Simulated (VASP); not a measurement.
The system is TiCo.

```
Ti Co
1.0
     2.98611    0.00000    0.00000
     0.00000    2.98611    0.00000
     0.00000    0.00000    2.98611
Ti Co
1 1
Direct
  0.00000 0.00000 0.00000
  0.50000 0.50000 0.50000
```

Base run:

```yaml
Program: VASP 6.6.1
Functional: PBE
Potentials_or_basis: VASP PAW PBE potentials, release 64 (Ti_sv, Co)
Cutoff: 520 eV
k_mesh: 13 × 13 × 13
Occupations: fermi-dirac, width 0.03 eV
Spin: collinear spin, ferromagnetic start
Starting_moments: "[0.0, 0.97] μB"
Fixed_moment: 0.97 μB
```

Its results: pressure -0.5 GPa; site moments Ti +0.02; Co +0.98 μB.

Problem. The run is repeated on the same cell with these changes: fixed moment from 0.97 μB to 0.44 μB; moments at the start from [0.0, 0.97] to [0.0, 0.44]. What comes out?

Solution. Pressure -2.0 GPa; site moments Ti -0.10; Co +0.60 μB.

Caveats: the total moment is fixed, so each spin has its own Fermi level and the state may be an excited one.
